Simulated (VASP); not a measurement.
Runs of VASP 6.6.1 on HfN. The structure is that of space group I-4m2 (No. 119), or close to it. The cells are those of the table. 

```tsv
cell	gap on the mesh (eV)	pressure (GPa)
a = 3.282, b = 3.282, c = 3.472 Å, angles 58.1, 58.1, 63.9°, 2 atoms	none	(a)
a = 3.344, b = 3.344, c = 3.472 Å, angles 58.7, 58.7, 62.5°, 2 atoms	none	10.5
a = 3.222, b = 3.222, c = 3.472 Å, angles 57.4, 57.4, 65.2°, 2 atoms	none	32.9
a = 3.604, b = 3.604, c = 3.472 Å, angles 61.2, 61.2, 57.6°, 2 atoms	none	-17.5
```

Alike in all rows: task single point; level PBEsol; potentials or basis VASP PAW PBE potentials, release 64 (Hf_pv, N); no spin polarisation; k mesh 16 × 16 × 16; cutoff (eV) 520; smearing gaussian 0.15 eV.

**Question.** Fill in the values left out.

**Answer.** (a) 20.9.

Caveats: the PAW data sets were made with another functional, which shifts forces and pressure a little; spin-orbit coupling is left out, which moves the levels of the heavy elements.

A k mesh can miss the band edges, and the runs leave out spin-orbit coupling on Hf.

A gap of «none» marks levels without a gap at the run's occupations.
